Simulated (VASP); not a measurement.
**H2CO2: single point with PBE+D3(BJ)**

H2CO2:

```xyz
40
Lattice="7.3877 0.0000 0.0000 0.0000 7.3877 0.0000 0.0000 0.0000 7.3877" Properties=species:S:1:pos:R:3 pbc="T T T"
O     0.3695    1.8144    4.7578
O     2.4894    1.2427    4.9807
O     6.1203    6.1154    1.2428
O     6.6725    7.8721   -0.0264
O     1.7958    3.3662    1.4397
O     1.7723    3.9408   -0.8480
O     4.2751    7.1631    3.8579
O     2.5728    5.6543    3.7413
O     5.4294    2.8485    6.0130
O     5.9314    5.0606    6.3054
O     5.8878    2.7754    1.9639
O     4.1830    3.0732    3.4154
O     3.2255    6.2165    6.4319
O     3.6270    7.8835    7.9422
O     1.3174    7.4003    2.6348
O     1.6267    6.0333    0.8409
C     1.6123    1.9522    4.4299
C     6.3032    7.4178    1.0640
C     2.0295    3.1530    0.0424
C     3.7645    5.9327    3.7617
C     6.1538    3.8642    6.4747
C     4.6204    2.6676    2.3644
C     3.7835    7.3547    6.8581
C     1.5075    7.1700    1.3674
H     0.1283    1.1044    5.3625
H     1.7945    2.7019    3.7209
H     6.2853    5.6476    0.3969
H     6.3766    7.9301    2.0214
H     1.5232    4.2819    1.4703
H     2.7799    2.3118   -0.0650
H     3.5507    7.8787    4.0416
H     4.5460    5.2063    3.6512
H     4.7248    3.0050    5.2680
H     6.9478    3.5149    7.1118
H     6.2842    3.3533    2.6947
H     3.9178    2.2555    1.6609
H     2.4497    5.9708    7.0397
H     4.5128    7.7746    6.1945
H     1.6448    6.6177    3.2539
H     1.4279    7.9277    0.6028
```

```yaml
Program: VASP 6.6.1
Task: single point
Functional: PBE
Dispersion: D3(BJ)
Potentials_or_basis: VASP PAW PBE potentials, release 64 (O, C, H)
Cutoff: 520 eV
k_mesh: 1 × 1 × 1
Occupations: fermi-dirac, width 0.02 eV
Spin: no spin polarisation
Dipole_correction: no
Further_INCAR_settings: LREAL = Auto; ALGO = Normal; EDIFF = 1e-06; NBANDS = 98
```

```json
{"Pressure": "3.2 GPa", "Largest force": "3.705 eV/Å", "Band gap on the k mesh": "3.99 eV", "Dispersion energy per atom": "-0.059 eV"}
```

Forces in eV/Å, atoms in the order of the input:
```
O   -1.801  1.337 -1.096
O   -0.432  0.901 -0.939
O   -0.590  0.090  1.701
O   -0.480  0.499  0.560
O    0.290 -1.997 -2.313
O   -0.529 -0.739  0.302
O   -0.378 -0.035 -0.299
O   -0.662 -0.785  0.086
O   -0.997 -0.290 -1.128
O    0.140 -0.284 -0.450
O    0.479  1.158  1.091
O    0.115  0.450  1.889
O    0.963  1.240 -0.398
O   -0.292  0.674  1.597
O   -0.235  0.789 -0.504
O   -0.547 -0.516  1.761
C    1.265 -2.418  2.506
C    1.327 -0.614 -1.164
C    1.908  0.333  1.397
C    0.400  1.767 -0.040
C   -1.254  0.096 -0.437
C   -0.572  0.005 -0.833
C    0.218 -1.877 -1.022
C   -0.028 -1.445 -1.079
H    0.165 -0.748  0.876
H    0.396  1.275 -1.252
H   -0.132 -0.098 -1.195
H   -0.624  0.394  0.129
H   -0.535  2.099  0.267
H   -1.124  0.212  0.009
H    0.378 -0.604  0.269
H    0.474 -0.634  0.083
H    1.310  0.457  1.126
H    0.409 -0.460  0.318
H    0.118 -0.798 -0.849
H    0.279 -0.611 -0.819
H   -0.063  0.072  0.293
H    0.523  0.018 -0.881
H    0.348 -0.128 -0.309
H   -0.227  1.214  0.746
```

Stress tensor (GPa, compression positive):
```
 4.17 -1.13 -1.05
-1.13  3.67  0.44
-1.05  0.44  1.80
```

Levels at points of the mesh, in eV from the valence-band top:
| k point | band 69 | band 70 | band 71 | band 72 | band 73 | band 74 | band 75 | band 76 |
| --- | --- | --- | --- | --- | --- | --- | --- | --- |
| (0.00, 0.00, 0.00) | -0.57 | -0.52 | -0.28 | 0.00 | 3.99 | 4.31 | 4.35 | 4.59 |

It took 73 s on 1 thread of Intel(R) Xeon(R) Platinum 8259CL CPU @ 2.50GHz (Skylake/Cascade Lake), with other jobs on the host, peak memory 0.38 GiB.

Caveat: the k points lie up to 0.85 Å⁻¹ apart, too coarse for converged energies, forces and pressures; the atoms stand as in a frame of molecular dynamics.
